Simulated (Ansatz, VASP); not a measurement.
## MgZn2TeS2 in VASP and in Ansatz

```
CELL_PARAMETERS angstrom
3.96729 0.00000 0.00000
0.00000 4.40186 0.00000
0.00000 0.00000 7.57499
ATOMIC_POSITIONS crystal
Mg 0.50000 0.50000 0.50000
Zn 0.00000 0.00000 0.74705
Zn 0.00000 0.00000 0.25295
Te 0.50000 0.50000 0.00000
S 0.50000 0.00000 0.50000
S 0.00000 0.50000 0.00000
```

Change from the starting cell: species swapped into the LiCa2NiN2 type (Pmmm, No. 47).

Alike in both runs: task relaxation of cell and atoms; functional PBE; k mesh 4 × 4 × 2; occupations gaussian, width 0.1 eV; no spin polarisation.

|  | VASP | Ansatz |
| --- | --- | --- |
| version | VASP 6.6.1 | Ansatz 0.2.0 |
| potentials or method | VASP PAW PBE potentials, release 64 (Mg, Zn, Te, S), cutoff 600 eV | scalar-relativistic, plane waves, PAW |
| valence electrons in the cell | 44 | 62 |

```csv
,VASP,Ansatz,Ansatz less VASP
"gap on the k mesh at the Fermi level, each at its own relaxed structure (eV)",none,none,-
relaxed volume (Å³/atom),24.04,24.13,+0.091
relaxed length of the cell vector where the two differ most in proportion (Å),4.760,4.775,+0.0149
```

A gap of «none» marks a metal or a gap that the smearing closes. VASP's potentials hold 44 valence electrons a cell and Ansatz's 62, so a difference there can come from the potentials and not from the codes.

The k mesh is coarse, so the values compare programs but aren't converged. Neither program's run includes spin-orbit coupling.
